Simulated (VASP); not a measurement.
**Si2Ni: single point with PBEsol**

Crystal: Si2Ni.

```
Si Ni
1.0
     0.00000    2.48005    2.48005
     2.48005    0.00000    2.48005
     2.48005    2.48005    0.00000
Si Ni
2 1
Direct
  0.25000 0.25000 0.25000
  0.75000 0.75000 0.75000
  0.00000 0.00000 0.00000
```

This cell differs from its parent crystal: strain -0.080 along x and y, -0.080 along z.

```yaml
Program: VASP 6.6.1
Task: single point
Functional: PBEsol
Potentials_or_basis: VASP PAW PBE potentials, release 64 (Si, Ni)
Cutoff: 520 eV
k_mesh: 16 × 16 × 16
Occupations: gaussian, width 0.15 eV
Spin: no spin polarisation
```

| Property | Result |
| --- | --- |
| Pressure | 71.0 GPa |
| Band gap on the k mesh | zero (bands 9 and 10 overlap by 1.67 eV) |

Levels at points of the mesh, in eV from the Fermi level:
| k point | band 7 | band 8 | band 9 | band 10 | band 11 | band 12 |
| --- | --- | --- | --- | --- | --- | --- |
| (0.00, 0.00, 0.00) | 1.34 | 1.34 | 1.34 | 1.77 | 1.79 | 1.79 |
| (0.50, 0.00, 0.00) | -5.25 | -2.46 | -2.46 | 1.58 | 1.58 | 1.75 |
| (0.50, 0.50, 0.00) | -5.54 | -5.29 | -4.91 | -0.29 | 0.40 | 7.20 |

Run time: 52 s on 1 thread of Intel(R) Xeon(R) Platinum 8488C (Sapphire Rapids) (shared host), peak memory 0.21 GiB.

Caveat: the cell differs from its parent crystal (strain -0.080 along x and y, -0.080 along z); the cell stands under pressure; the PAW data sets were made with another functional, which shifts forces and pressure a little. Spin polarisation is off, so any magnetic state and its effect on volume and gap are missing.
